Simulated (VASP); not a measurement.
Ni, 1 atom in the cell. Symmetry: Im-3m, No. 229, cubic system. The conventional cell has a = 2.767 Å, b = 2.767 Å, c = 2.767 Å, α = 90.00°, β = 90.00°, γ = 90.00°. Ni (site symmetry m-3m) has 14 Ni at 2.40 to 2.77 Å within 3.2 Å. 

| Property | Result |
| --- | --- |
| Program | VASP 6.6.1 |
| Task | single point |
| Functional | LDA |
| Potentials or basis | VASP PAW LDA potentials, release 64 (Ni) |
| Cutoff | 520 eV |
| k mesh | 17 × 17 × 17 |
| Occupations | fermi-dirac, width 0.05 eV |
| Spin | collinear spin, ferromagnetic start |
| Starting moments | [0.19] μB |
| Fixed moment | 0.19 μB |
| Dipole correction | no |
| Further INCAR settings | ALGO = Normal; EDIFF = 1e-06; NBANDS = 15 |

Potentials or basis: VASP PAW LDA potentials, release 64 (Ni).

The run is started by

```bash
$ cat potpaw_LDA.64/Ni/POTCAR > POTCAR
$ mpirun -np 1 vasp_std > vasp.out
```

Hardware: 1 thread of Intel(R) Xeon(R) Platinum 8488C (Sapphire Rapids), with other jobs on the host.

How long does it take, and how much memory?

Run time: 38 s on 1 thread of Intel(R) Xeon(R) Platinum 8488C (Sapphire Rapids), on a shared host, peak memory 0.15 GiB. Counts: scf iterations 12, k points 165.
